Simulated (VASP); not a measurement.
Input of a VASP 6.6.1 run:

The input INCAR:

```
SYSTEM = ZnO
PREC = Accurate ; ENCUT = 600
EDIFF = 1E-7 ; ISMEAR = 0
SIGMA = 0.02 ; LREAL = .False.
LASPH = .True. ; NELM = 100
ALGO = Normal ; ISIF = 4
LWAVE = .False. ; LCHARG = .False.
GGA = PE ; IBRION = 2
NSW = 50 ; EDIFFG = -0.01
```

Contents of KPOINTS:

```
Automatic mesh
0
Gamma
  9 9 6
  0 0 0
```

The input POSCAR:

```
ZnO
1.0
    3.3438059886      0.0000000000      0.0000000000
   -1.6719029943      2.8958209315      0.0000000000
    0.0000000000      0.0000000000      5.3970900135
Zn O
2 2
Direct
    0.3333333333      0.6666666667      0.4999685881
    0.6666666667      0.3333333333     -0.0000314119
    0.6666666667      0.3333333333      0.3790414119
    0.3333333333      0.6666666667      0.8790414119
```

Potentials or basis: VASP PAW PBE potentials, release 64 (Zn, O).

Command:

```sh
$ cat potpaw_PBE.64/Zn/POTCAR potpaw_PBE.64/O/POTCAR > POTCAR
$ mpirun -np 1 vasp_std > vasp.out
```

Problem. Predict the band gap on the k mesh.

Solution. 0.64 eV.

Final structure:
```
CELL_PARAMETERS angstrom
3.34381 0.00000 0.00000
-1.67190 2.89582 0.00000
0.00000 0.00000 5.39709
ATOMIC_POSITIONS crystal
Zn 0.33333 0.66667 0.49997
Zn 0.66667 0.33333 0.99997
O 0.66667 0.33333 0.37904
O 0.33333 0.66667 0.87904
```

Caveat: the relaxation stopped at its first step, so nothing moved.
